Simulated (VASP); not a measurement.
Input of a VASP 6.6.1 run:

File INCAR:

```
ALGO = Normal
EDIFF = 1E-7
EDIFFG = -0.005
ENCUT = 600
GGA = PE
IBRION = 2
ISIF = 3
ISMEAR = -1
LASPH = True
LCHARG = False
LREAL = False
LWAVE = False
NELM = 100
NSW = 32
PREC = Accurate
PSTRESS = -15.0
SIGMA = 0.08
```

File KPOINTS:

```
k-points
0
Gamma
  17 17 17
```

The input POSCAR:

```
O
1.0
    2.0038137982      0.0000000000      0.0000000000
    0.0000000000      2.0038137982      0.0000000000
    0.0000000000      0.0000000000      2.0038137982
O
1
Direct
    0.0000000000      0.0000000000      0.0000000000
```

Potentials or basis: VASP PAW PBE potentials, release 64 (O).

The run is started by

```console
$ cat potpaw_PBE.64/O/POTCAR > POTCAR
$ mpirun -np 1 vasp_std > vasp.out
```

**Question.** What does it give for the relaxed cell?

**Answer.** a = 2.002 Å, b = 2.002 Å, c = 2.002 Å, α = 90.00°, β = 90.00°, γ = 90.00°.

**Question.** Predict the space group after relaxing (to 0.1 Å).

**Answer.** Pm-3m (No. 221).

The path:
```
step  energy change (eV)  largest force (eV/Å)  pressure (GPa)  volume (Å³)
   1              0.0000                0.0000           -2.03         8.05
   2             -0.0003                0.0000           -1.40         8.01
   3             -0.0003                0.0000           -1.50         8.02
```

Caveat: the cell is relaxed towards a set pressure, so the run minimises the enthalpy, not the energy.
